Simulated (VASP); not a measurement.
# Ir (Fm-3m) in VASP: further runs

Ir is run at these levels: RPBE; tasks: single point.

Everything below comes from runs of VASP 6.6.1. Logs are shortened: lines on timing, memory, paths and dates and some standing lists are left out, and cuts for length are marked.

## (1) The cell of the first run

The structure is cubic, space group Fm-3m (No. 225). The conventional cell has a = 3.939 Å, b = 3.939 Å, c = 3.939 Å, α = 90.00°, β = 90.00°, γ = 90.00°. Within 3.7 Å of Ir (site symmetry m-3m) lie 12 Ir at 2.79 Å.

## (2) Single point, RPBE (volume scaled by 1.04)

Input file INCAR:

```
ALGO     = Normal         # electronic algorithm
EDIFF    = 1E-6           # SCF threshold, eV
ENCUT    = 520            # plane-wave cutoff, eV
GGA      = RP             # functional
ISIF     = 2              # what is computed and relaxed
ISMEAR   = -1             # smearing method
LASPH    = T              # aspherical terms in the spheres
LCHARG   = F              # write CHGCAR
LREAL    = F              # projectors in reciprocal space
LWAVE    = F              # write WAVECAR
NBANDS   = 10             # bands
NELM     = 80             # most SCF steps
PREC     = Accurate       # precision mode
SIGMA    = 0.1            # smearing width, eV
```

Input file KPOINTS:

```
k-points
0
Gamma
  23 23 23
```

Input file POSCAR:

```
Ir
1.0
    0.0000000000      1.9695690195      1.9695690195
    1.9695690195      0.0000000000      1.9695690195
    1.9695690195      1.9695690195      0.0000000000
Ir
1
Direct
    0.0000000000      0.0000000000      0.0000000000
```

Potentials or basis: VASP PAW PBE potentials, release 64 (Ir).

Run with:

```bash
cat potpaw_PBE.64/Ir/POTCAR > POTCAR
mpirun -np 1 vasp_std > vasp.out
```

OUTCAR:

```text
EDIFF = 1E-6
   ENCUT = 520
   GGA = RP
   ISIF = 2
   ISMEAR = -1
   LASPH = T
   LREAL = F
   NELM = 80
   PREC = Accurate

 ion  position               nearest neighbor table
   1  0.000  0.000  0.000-

  LATTYP: Found a face centered cubic cell.
 ALAT       =     3.9391380390

  Lattice vectors:

 A1 = (   0.0000000000,   1.9695690195,   1.9695690195)
 A2 = (   1.9695690195,   0.0000000000,   1.9695690195)
 A3 = (   1.9695690195,   1.9695690195,   0.0000000000)

Analysis of symmetry for initial positions (statically):
=====================================================================
 Subroutine PRICEL returns:
 Original cell was already a primitive cell.

 Routine SETGRP: Setting up the symmetry group for a
 face centered cubic supercell.

 Subroutine GETGRP returns: Found 48 space group operations
 (whereof 48 operations were pure point group operations)
 out of a pool of 48 trial point group operations.

The static configuration has the point symmetry O_h .

Analysis of symmetry for dynamics (positions and initial velocities):
=====================================================================
 Subroutine PRICEL returns:
 Original cell was already a primitive cell.

 Routine SETGRP: Setting up the symmetry group for a
 face centered cubic supercell.

 Subroutine GETGRP returns: Found 48 space group operations
 (whereof 48 operations were pure point group operations)
 out of a pool of 48 trial point group operations.

The dynamic configuration has the point symmetry O_h .

 Subroutine INISYM returns: Found 48 space group operations
 (whereof 48 operations are pure point group operations),
 and found     1 'primitive' translations

----------------------------------------------------------------------------------------

                                     Primitive cell

  volume of cell :      15.2807

  direct lattice vectors                    reciprocal lattice vectors
     0.000000000  1.969569019  1.969569019    -0.253862645  0.253862645  0.253862645
     1.969569019  0.000000000  1.969569019     0.253862645 -0.253862645  0.253862645
     1.969569019  1.969569019  0.000000000     0.253862645  0.253862645 -0.253862645

  length of vectors
     2.785391219  2.785391219  2.785391219     0.439702999  0.439702999  0.439702999

  position of ions in fractional coordinates (direct lattice)
     0.000000000  0.000000000  0.000000000

  ion indices of the primitive-cell ions
   primitive index   ion index
                 1           1

[... 78 lines left out ...]
   ISYM   =      2    0-nonsym 1-usesym 2-fastsym
   POTIM  = 0.5000    time-step for ionic-motion
   TEBEG  =    0.0;   TEEND  =   0.0 temperature during run
   PSTRESS=    0.0 pullay stress
   NELECT =       9.0000    total number of electrons
   NUPDOWN=      -1.0000    fix difference up-down
   EMIN   =  10.00;   EMAX   =-10.00  energy-range for DOS
   EFERMI =   0.00;   METHOD = LEGACY
   ISMEAR =    -1;   SIGMA  =   0.10  broadening in eV -4-tet -1-fermi 0-gaus
   EFERMI_NEDOS =   21; number of points for ismear=-14 and -15
   IALGO  =     38    algorithm
   IMIX   =      4    mixing-type and parameters
     AMIX     =   0.40;   BMIX     =  1.00
     AMIX_MAG =   1.60;   BMIX_MAG =  1.00
  volume/ion in A,a.u.               =      15.28       103.12
  Fermi-wavevector in a.u.,A,eV,Ry     =   1.372275  2.593224 25.621655  1.883138
  Thomas-Fermi vector in A             =   2.497897
   LORBIT       =      0    0 simple, 1 ext, 2 COOP (PROOUT), +10 PAW based schemes
   GGA     = RP    functional components
   LHFCALC =     F    Hartree Fock is set to
   AEXX    =    0.0000 exact exchange contribution
   IVDW    =     0    specifies the selected vdW correction
   LEPSILON=     F    determine dielectric tensor
   LRPA    =     F    only Hartree local field effects (RPA)
 non-spin polarized calculation
  energy-cutoff  :      520.00
  volume of cell :       15.28
 maximum number of plane-waves:       424
 NGX is ok and might be reduce to    24
   NGX = 11   NGY = 11   NGZ = 11

 number of electron       9.0000000 magnetization

 Free energy of the ion-electron system (eV)
  ---------------------------------------------------
  ext. energy  EPLUGINS =         0.00000000
  ---------------------------------------------------
  free energy    TOTEN  =        -8.18555811 eV

  energy without entropy =       -8.15213621  energy(sigma->0) =       -8.16884716

 E-fermi :   9.1598     XC(G=0): -13.4886

 val. band max:        9.1480985482   @ k =  -0.3478   0.3043   0.0000
 cond. band min:       9.1675204389   @ k =   0.3043   0.2174   0.0000
 fundamental gap:      0.0194218907
 Fermi energy:         9.1598252518

 k-point     1 :       0.0000    0.0000    0.0000
  band No.  band energies     occupation
      1      -1.0894      2.00000
      2       5.7478      2.00000
      3       5.7478      2.00000
      4       5.7478      2.00000
      5       8.1117      1.99994
      6       8.1117      1.99994
      7      23.6184      0.00000
      8      28.7723      0.00000
      9      28.7723      0.00000
     10      28.7723      0.00000
[... 287 lines left out ...]
 k-point    24 :      -0.4783    0.0435    0.0000
  band No.  band energies     occupation
      1       1.9567      2.00000
      2       5.6036      2.00000
      3       5.7131      2.00000
      4       8.2670      1.99973
      5       9.9260      0.00094
      6      10.3972      0.00001
      7      15.7109      0.00000
      8      23.2773      0.00000
      9      28.0816      0.00000
     10      28.3015      0.00000

 [... further k-points ...]

------------------------ aborting loop because EDIFF is reached ----------------------------------------

  FORCE on cell =-STRESS in cart. coord.  units (eV):
  Direction    XX          YY          ZZ          XY          YZ          ZX
  --------------------------------------------------------------------------------------
  -------------------------------------------------------------------------------------
  Total       -1.1094484     -1.1094484     -1.1094484      0.0000000     -0.0000000      0.0000000
  in kB     -116.3252735   -116.3252735   -116.3252735      0.0000000     -0.0000000      0.0000000
  external PRESSURE =    -116.3252735 kB  Pullay stress =       0.0000000 kB

 VOLUME and BASIS-vectors are now :
 -----------------------------------------------------------------------------
  energy-cutoff  :      520.00
  volume of cell :       15.28
      direct lattice vectors                 reciprocal lattice vectors
     0.000000000  1.969569019  1.969569019    -0.253862645  0.253862645  0.253862645
     1.969569019  0.000000000  1.969569019     0.253862645 -0.253862645  0.253862645
     1.969569019  1.969569019  0.000000000     0.253862645  0.253862645 -0.253862645

 POSITION                                       TOTAL-FORCE (eV/Angst)
 -----------------------------------------------------------------------------------
      0.00000      0.00000      0.00000         0.000000      0.000000      0.000000
 -----------------------------------------------------------------------------------
    total drift:                               -0.000000      0.000000     -0.000000

  FREE ENERGIE OF THE ION-ELECTRON SYSTEM (eV)
  ---------------------------------------------------
  free  energy   TOTEN  =        -8.1855581054 eV

  energy  without entropy=       -8.1521362099  energy(sigma->0) =       -8.16884716
```

Wall time 20 s (1 thread of Intel Xeon 6975P-C (Granite Rapids), shared host); peak memory 0.19 GiB.

What came out:

| Quantity | Value |
| --- | --- |
| Free energy | -8.1856 eV |
| Pressure | -11.6 GPa |

Caveat: the PAW data sets were made with another functional, which shifts forces and pressure a little; spin-orbit coupling is left out, which moves the levels of the heavy elements.

## (3) Single point, RPBE (volume scaled by 1.08)

Input file INCAR:

```
PREC = Accurate ; ENCUT = 520
EDIFF = 1E-6 ; ISMEAR = -1
SIGMA = 0.1 ; LREAL = F
LASPH = T ; NELM = 100
ALGO = Normal ; ISIF = 2
LWAVE = F ; LCHARG = F
GGA = RP ; NBANDS = 10
```

Input file KPOINTS:

```
Automatic mesh
0
Gamma
  23 23 23
```

Input file POSCAR:

```
Ir
1.0
    0.0000000000      1.9945029199      1.9945029199
    1.9945029199      0.0000000000      1.9945029199
    1.9945029199      1.9945029199      0.0000000000
Ir
1
Direct
    0.0000000000      0.0000000000      0.0000000000
```

Potentials or basis: VASP PAW PBE potentials, release 64 (Ir).

Run with:

```bash
cat potpaw_PBE.64/Ir/POTCAR > POTCAR
mpirun -np 1 vasp_std > vasp.out
```

It took 16 s on 1 thread of Intel Xeon 6975P-C (Granite Rapids), shared host; peak memory 0.19 GiB.

It converged, with:

- Free energy: -8.1258 eV
- Pressure: -20.7 GPa

Levels at points of the mesh, in eV from the Fermi level:
```tsv
k point	band 1	band 2	band 3	band 4	band 5	band 6	band 7	band 8
(0.00, 0.00, 0.00)	-9.86	-3.21	-3.21	-3.21	-0.99	-0.99	14.50	19.44
```

Caveat: the PAW data sets were made with another functional, which shifts forces and pressure a little; spin-orbit coupling is left out, which moves the levels of the heavy elements.

(Continued in part 2 of 2.)
